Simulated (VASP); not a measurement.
# Ti (Im-3m) in VASP: further runs

Ti is run at these levels: PBE; tasks: relaxation of cell and atoms.

All numbers are computed with VASP 6.6.1; they aren't measurements. Logs are shortened: lines on timing, memory, paths and dates and some standing lists are left out, and cuts for length are marked.

**1. The cell of the first run**

It takes space group Im-3m (No. 229, cubic). The conventional cell has a = 2.549 Å, b = 2.549 Å, c = 2.549 Å, α = 90.00°, β = 90.00°, γ = 90.00°. Ti (site symmetry m-3m) has 14 Ti at 2.21 to 2.55 Å within 2.9 Å.

This isn't the form of Ti at room conditions, which is hcp.

**2. Relaxation of cell and atoms, PBE, target pressure 230 GPa, at which the enthalpy is minimised**

The input, INCAR:

```
ALGO = Normal
EDIFF = 1E-7
EDIFFG = -0.005
ENCUT = 600
GGA = PE
IBRION = 2
ISIF = 3
ISMEAR = -1
LASPH = True
LCHARG = False
LREAL = False
LWAVE = False
NELM = 60
NSW = 32
PREC = Accurate
PSTRESS = 2300.0
SIGMA = 0.08
```

The input, KPOINTS:

```
k-points
0
Gamma
  21 21 21
```

The input, POSCAR:

```
Ti
1.0
   -1.2742709555      1.2742709555      1.2742709555
    1.2742709555     -1.2742709555      1.2742709555
    1.2742709555      1.2742709555     -1.2742709555
Ti
1
Direct
    0.0000000000      0.0000000000      0.0000000000
```

Potentials or basis: VASP PAW PBE potentials, release 64 (Ti_sv).

On the command line:

```bash
cat potpaw_PBE.64/Ti_sv/POTCAR > POTCAR
mpirun -np 1 vasp_std > vasp.out
```

OUTCAR:

```text
EDIFF = 1E-7
   EDIFFG = -0.005
   ENCUT = 600
   GGA = PE
   IBRION = 2
   ISIF = 3
   ISMEAR = -1
   LASPH = True
   LREAL = False
   NELM = 60
   NSW = 32
   PREC = Accurate
   PSTRESS = 2300.0

 ion  position               nearest neighbor table
   1  0.000  0.000  0.000-

  LATTYP: Found a body centered cubic cell.
 ALAT       =     2.5485419110

  Lattice vectors:

 A1 = (  -1.2742709555,   1.2742709555,   1.2742709555)
 A2 = (   1.2742709555,  -1.2742709555,   1.2742709555)
 A3 = (   1.2742709555,   1.2742709555,  -1.2742709555)

Analysis of symmetry for initial positions (statically):
=====================================================================
 Subroutine PRICEL returns:
 Original cell was already a primitive cell.

 Routine SETGRP: Setting up the symmetry group for a
 body centered cubic supercell.

 Subroutine GETGRP returns: Found 48 space group operations
 (whereof 48 operations were pure point group operations)
 out of a pool of 48 trial point group operations.

The static configuration has the point symmetry O_h .

Analysis of symmetry for dynamics (positions and initial velocities):
=====================================================================
 Subroutine PRICEL returns:
 Original cell was already a primitive cell.

 Routine SETGRP: Setting up the symmetry group for a
 body centered cubic supercell.

 Subroutine GETGRP returns: Found 48 space group operations
 (whereof 48 operations were pure point group operations)
 out of a pool of 48 trial point group operations.

The dynamic configuration has the point symmetry O_h .

 Subroutine INISYM returns: Found 48 space group operations
 (whereof 48 operations are pure point group operations),
 and found     1 'primitive' translations

----------------------------------------------------------------------------------------

                                     Primitive cell

  volume of cell :       8.2765

  direct lattice vectors                    reciprocal lattice vectors
    -1.274270956  1.274270956  1.274270956     0.000000000  0.392381226  0.392381226
     1.274270956 -1.274270956  1.274270956     0.392381226  0.000000000  0.392381226
     1.274270956  1.274270956 -1.274270956     0.392381226  0.392381226  0.000000000

[... 93 lines left out ...]
   NUPDOWN=      -1.0000    fix difference up-down
   EMIN   =  10.00;   EMAX   =-10.00  energy-range for DOS
   EFERMI =   0.00;   METHOD = LEGACY
   ISMEAR =    -1;   SIGMA  =   0.08  broadening in eV -4-tet -1-fermi 0-gaus
   EFERMI_NEDOS =   21; number of points for ismear=-14 and -15
   IALGO  =     38    algorithm
   IMIX   =      4    mixing-type and parameters
     AMIX     =   0.40;   BMIX     =  1.00
     AMIX_MAG =   1.60;   BMIX_MAG =  1.00
  volume/ion in A,a.u.               =       8.28        55.85
  Fermi-wavevector in a.u.,A,eV,Ry     =   1.852906  3.501485 46.712364  3.433262
  Thomas-Fermi vector in A             =   2.902556
   LORBIT       =      0    0 simple, 1 ext, 2 COOP (PROOUT), +10 PAW based schemes
   GGA     = PE    functional components
   LHFCALC =     F    Hartree Fock is set to
   AEXX    =    0.0000 exact exchange contribution
   IVDW    =     0    specifies the selected vdW correction
   LEPSILON=     F    determine dielectric tensor
   LRPA    =     F    only Hartree local field effects (RPA)
 conjugate gradient relaxation of ions
 non-spin polarized calculation
  energy-cutoff  :      600.00
  volume of cell :        8.28
 maximum number of plane-waves:       285
 NGX is ok and might be reduce to    18
   NGX =  9   NGY =  9   NGZ =  9

--------------------------------------- Ionic step        1  -------------------------------------------

 number of electron      11.9999996 magnetization

 Free energy of the ion-electron system (eV)
  ---------------------------------------------------
  ext. energy  EPLUGINS =         0.00000000
  ---------------------------------------------------
  free energy    TOTEN  =        -3.80956772 eV

  energy without entropy =       -3.80191045  energy(sigma->0) =       -3.80573908

------------------------ aborting loop because EDIFF is reached ----------------------------------------

  FORCE on cell =-STRESS in cart. coord.  units (eV):
  Direction    XX          YY          ZZ          XY          YZ          ZX
  --------------------------------------------------------------------------------------
  -------------------------------------------------------------------------------------
  Total       12.0564078     12.0564078     12.0564078      0.0000000      0.0000000     -0.0000000
  in kB     2333.9049662   2333.9049662   2333.9049662      0.0000000      0.0000000     -0.0000000
  external PRESSURE =      33.9049662 kB  Pullay stress =    2300.0000000 kB
[... 61 lines left out ...]
--------------------------------------- Ionic step        3  -------------------------------------------

 number of electron      11.9999996 magnetization

 Free energy of the ion-electron system (eV)
  ---------------------------------------------------
  ext. energy  EPLUGINS =         0.00000000
  ---------------------------------------------------
  free energy    TOTEN  =        -3.86733889 eV

  energy without entropy =       -3.85955765  energy(sigma->0) =       -3.86344827

 E-fermi :  18.3999     XC(G=0): -15.4772

 val. band max:       18.3635918622   @ k =  -0.2381   0.2381   0.1429
 cond. band min:      18.4092447269   @ k =   0.1429   0.0476   0.0000
 fundamental gap:      0.0456528647
 Fermi energy:        18.3998966544

 k-point     1 :       0.0000    0.0000    0.0000
  band No.  band energies     occupation
      1     -38.5442      2.00000
      2     -11.2548      2.00000
      3     -11.2548      2.00000
      4     -11.2548      2.00000
      5      13.0038      2.00000
      6      19.4346      0.00000
      7      19.4346      0.00000
      8      19.4346      0.00000
      9      23.4432      0.00000
     10      23.4432      0.00000
[... 287 lines left out ...]
 k-point    24 :       0.1905    0.0952   -0.0000
  band No.  band energies     occupation
      1     -37.7042      2.00000
      2     -13.9443      2.00000
      3     -12.0177      2.00000
      4     -11.4683      2.00000
      5      15.5741      2.00000
      6      17.6741      1.99977
      7      18.8920      0.00425
      8      22.3407      0.00000
      9      23.5817      0.00000
     10      24.1507      0.00000

 [... further k-points ...]

------------------------ aborting loop because EDIFF is reached ----------------------------------------

  FORCE on cell =-STRESS in cart. coord.  units (eV):
  Direction    XX          YY          ZZ          XY          YZ          ZX
  --------------------------------------------------------------------------------------
  -------------------------------------------------------------------------------------
  Total       11.9352093     11.9352093     11.9352093     -0.0000000     -0.0000000     -0.0000000
  in kB     2299.3437962   2299.3437962   2299.3437962     -0.0000000     -0.0000000     -0.0000000
  external PRESSURE =      -0.6562038 kB  Pullay stress =    2300.0000000 kB
[... 20 lines left out ...]
  energy  without entropy=       -3.8595576505  energy(sigma->0) =       -3.86344827

  enthalpy is  TOTEN    =         8.0712766022 eV   P V=       11.9386154949

 reached required accuracy - stopping structural energy minimisation
```

CONTCAR:

```text
Ti
   1.00000000000000
    -1.2763180369549862    1.2763180369549862    1.2763180369549862
     1.2763180369549862   -1.2763180369549862    1.2763180369549862
     1.2763180369549862    1.2763180369549862   -1.2763180369549862
  Ti
     1
Direct
     0.0000000000000000    0.0000000000000000    0.0000000000000000

  0.00000000E+00  0.00000000E+00  0.00000000E+00
```

It took 63 s on 1 thread of Intel Xeon 8259CL, shared host; peak memory 0.15 GiB.

Results:

- Free energy: -3.8673 eV
- Relaxed volume: 8.32 Å³/atom
- Relaxed cell: a = 2.211 Å, b = 2.211 Å, c = 2.211 Å, α = 109.47°, β = 109.47°, γ = 109.47°
- Space group after relaxing (to 0.1 Å): Im-3m (No. 229)
- Energy change on relaxing (the run minimises the enthalpy): -57.8 meV/atom
- Ionic steps: 3
- Pressure after relaxing: 229.9 GPa
- Band gap on the k mesh: zero (bands 6 and 7 overlap by 2.14 eV)

Step by step:
| step | energy change (eV) | largest force (eV/Å) | pressure (GPa) | volume (Å³) |
| --- | --- | --- | --- | --- |
| 1 | 0.0000 | 0.0000 | 233.39 | 8.28 |
| 2 | -0.2966 | 0.0000 | 216.11 | 8.49 |
| 3 | -0.0578 | 0.0000 | 229.93 | 8.32 |

Final structure:
```cif
data_structure
_symmetry_space_group_name_H-M 'P 1'
_symmetry_Int_Tables_number 1
_cell_length_a 2.2106
_cell_length_b 2.2106
_cell_length_c 2.2106
_cell_angle_alpha 109.471
_cell_angle_beta 109.471
_cell_angle_gamma 109.471
_cell_volume 8.32
loop_
_atom_site_label
_atom_site_type_symbol
_atom_site_fract_x
_atom_site_fract_y
_atom_site_fract_z
_atom_site_occupancy
Ti1 Ti 0.00000 0.00000 0.00000 1
```

Caveat: the cell is relaxed towards a set pressure, so the run minimises the enthalpy, not the energy.

**3. Relaxation of cell and atoms, PBE, target pressure 230 GPa, at which the enthalpy is minimised**

This run uses another cell than the first one, of 8.56 Å³/atom.

The input, INCAR:

```
  ALGO = Normal
  EDIFF = 1E-6
  EDIFFG = -0.005
  ENCUT = 600
  GGA = PE
  IBRION = 2
  ISIF = 3
  ISMEAR = -1
  LASPH = T
  LCHARG = F
  LREAL = F
  LWAVE = F
  NELM = 80
  NSW = 60
  PREC = Accurate
  PSTRESS = 2300.0
  SIGMA = 0.08
```

KPOINTS is that of step 2.

The input, POSCAR:

```
Ti
1.0
   -1.2888658641      1.2888658641      1.2888658641
    1.2888658641     -1.2888658641      1.2888658641
    1.2888658641      1.2888658641     -1.2888658641
Ti
1
Direct
    0.0000000000      0.0000000000      0.0000000000
```

Potentials or basis: VASP PAW PBE potentials, release 64 (Ti_sv).

On the command line:

```bash
cat potpaw_PBE.64/Ti_sv/POTCAR > POTCAR
mpirun -np 1 vasp_std > vasp.out
```

OUTCAR:

```text
EDIFF = 1E-6
   EDIFFG = -0.005
   ENCUT = 600
   GGA = PE
   IBRION = 2
   ISIF = 3
   ISMEAR = -1
   LASPH = T
   LREAL = F
   NELM = 80
   NSW = 60
   PREC = Accurate
   PSTRESS = 2300.0

 ion  position               nearest neighbor table
   1  0.000  0.000  0.000-

  LATTYP: Found a body centered cubic cell.
 ALAT       =     2.5777317282

  Lattice vectors:

 A1 = (  -1.2888658641,   1.2888658641,   1.2888658641)
 A2 = (   1.2888658641,  -1.2888658641,   1.2888658641)
 A3 = (   1.2888658641,   1.2888658641,  -1.2888658641)

Analysis of symmetry for initial positions (statically):
=====================================================================
 Subroutine PRICEL returns:
 Original cell was already a primitive cell.

 Routine SETGRP: Setting up the symmetry group for a
 body centered cubic supercell.

 Subroutine GETGRP returns: Found 48 space group operations
 (whereof 48 operations were pure point group operations)
 out of a pool of 48 trial point group operations.

The static configuration has the point symmetry O_h .

Analysis of symmetry for dynamics (positions and initial velocities):
[... 166 lines left out ...]
  Total       11.2400948     11.2400948     11.2400948      0.0000000      0.0000000      0.0000000
  in kB     2102.7972563   2102.7972563   2102.7972563      0.0000000      0.0000000      0.0000000
  external PRESSURE =    -197.2027437 kB  Pullay stress =    2300.0000000 kB
[... 209 lines left out ...]
--------------------------------------- Ionic step        7  -------------------------------------------

 number of electron      11.9999996 magnetization

 Free energy of the ion-electron system (eV)
  ---------------------------------------------------
  ext. energy  EPLUGINS =         0.00000000
  ---------------------------------------------------
  free energy    TOTEN  =        -3.86530064 eV

  energy without entropy =       -3.85752592  energy(sigma->0) =       -3.86141328

 E-fermi :  18.4036     XC(G=0): -15.4784

 val. band max:       18.3673275580   @ k =  -0.2381   0.2381   0.1429
 cond. band min:      18.4125850930   @ k =   0.1429   0.0476   0.0000
 fundamental gap:      0.0452575349
 Fermi energy:        18.4036079729

 k-point     1 :       0.0000    0.0000    0.0000
  band No.  band energies     occupation
      1     -38.5413      2.00000
      2     -11.2501      2.00000
      3     -11.2501      2.00000
      4     -11.2501      2.00000
      5      13.0075      2.00000
      6      19.4380      0.00000
      7      19.4380      0.00000
      8      19.4380      0.00000
      9      23.4475      0.00000
     10      23.4475      0.00000
[... 287 lines left out ...]
 k-point    24 :       0.1905    0.0952    0.0000
  band No.  band energies     occupation
      1     -37.7009      2.00000
      2     -13.9409      2.00000
      3     -12.0134      2.00000
      4     -11.4637      2.00000
      5      15.5792      2.00000
      6      17.6773      1.99977
      7      18.8967      0.00420
      8      22.3449      0.00000
      9      23.5866      0.00000
     10      24.1555      0.00000

 [... further k-points ...]

------------------------ aborting loop because EDIFF is reached ----------------------------------------

  FORCE on cell =-STRESS in cart. coord.  units (eV):
  Direction    XX          YY          ZZ          XY          YZ          ZX
  --------------------------------------------------------------------------------------
  -------------------------------------------------------------------------------------
  Total       11.9319068     11.9319068     11.9319068      0.0000000      0.0000000     -0.0000000
  in kB     2299.1746167   2299.1746167   2299.1746167      0.0000000      0.0000000     -0.0000000
  external PRESSURE =      -0.8253833 kB  Pullay stress =    2300.0000000 kB
[... 20 lines left out ...]
  energy  without entropy=       -3.8575259206  energy(sigma->0) =       -3.86141328

  enthalpy is  TOTEN    =         8.0708895926 eV   P V=       11.9361902340

 reached required accuracy - stopping structural energy minimisation
```

OSZICAR:

```text
N       E                     dE             d eps       ncg     rms          rms(c)
DAV:   1     0.839359117132E+02    0.83936E+02   -0.75230E+03  5752   0.186E+03
DAV:   2    -0.707602785343E+00   -0.84644E+02   -0.82254E+02  5850   0.347E+02
DAV:   3    -0.386377086466E+01   -0.31562E+01   -0.30453E+01  6464   0.690E+01
[... 68 lines left out ...]
DAV:   3    -0.386526939931E+01    0.39356E-04   -0.29070E-04  6428   0.184E-01    0.248E-02
DAV:   4    -0.386528348801E+01   -0.14089E-04   -0.28020E-05  6480   0.480E-02    0.133E-02
DAV:   5    -0.386529561076E+01   -0.12123E-04   -0.19913E-05  7862   0.284E-02    0.101E-02
DAV:   6    -0.386530029220E+01   -0.46814E-05   -0.80223E-06  5900   0.240E-02    0.169E-03
DAV:   7    -0.386530064132E+01   -0.34912E-06   -0.83202E-07  4090   0.763E-03
   7 F= 0.80708896E+01 E0= 0.80747770E+01  d E =-.647358E-05
```

CONTCAR:

```text
Ti
   1.00000000000000
    -1.2762316055520160    1.2762316055520162    1.2762316055520164
     1.2762316055520160   -1.2762316055520162    1.2762316055520164
     1.2762316055520160    1.2762316055520162   -1.2762316055520164
  Ti
     1
Direct
     0.0000000000000000    0.0000000000000000    0.0000000000000000

  0.00000000E+00  0.00000000E+00  0.00000000E+00
```

It took 2.1 min on 1 thread of Intel Xeon 8259CL, shared host; peak memory 0.16 GiB.

Results:

| Quantity | Value |
| --- | --- |
| Free energy | -3.8653 eV |
| Relaxed volume | 8.31 Å³/atom |
| Relaxed cell | a = 2.210 Å, b = 2.210 Å, c = 2.210 Å, α = 109.47°, β = 109.47°, γ = 109.47° |
| Space group after relaxing (to 0.1 Å) | Im-3m (No. 229) |
| Energy change on relaxing (the run minimises the enthalpy) | +342.4 meV/atom |
| Ionic steps | 7 |
| Pressure after relaxing | 229.9 GPa |
| Band gap on the k mesh | zero (bands 6 and 7 overlap by 2.14 eV) |

The path:
```
step  energy change (eV)  largest force (eV/Å)  pressure (GPa)  volume (Å³)
   1              0.0000                0.0000          210.28         8.56
   2              2.0667                0.0000          334.33         7.32
   3              0.3181                0.0000          228.56         8.33
   4              0.3414                0.0000          229.83         8.32
   5              0.3484                0.0000          230.35         8.31
   6              0.3223                0.0000          229.07         8.33
   7              0.3424                0.0000          229.92         8.31
```

Final structure:
```
CELL_PARAMETERS angstrom
-1.27623 1.27623 1.27623
1.27623 -1.27623 1.27623
1.27623 1.27623 -1.27623
ATOMIC_POSITIONS crystal
Ti 0.00000 0.00000 0.00000
```

Caveat: the cell is relaxed towards a set pressure, so the run minimises the enthalpy, not the energy.

The gap in the log of VASP goes by the Fermi energy; the results here count the filled bands.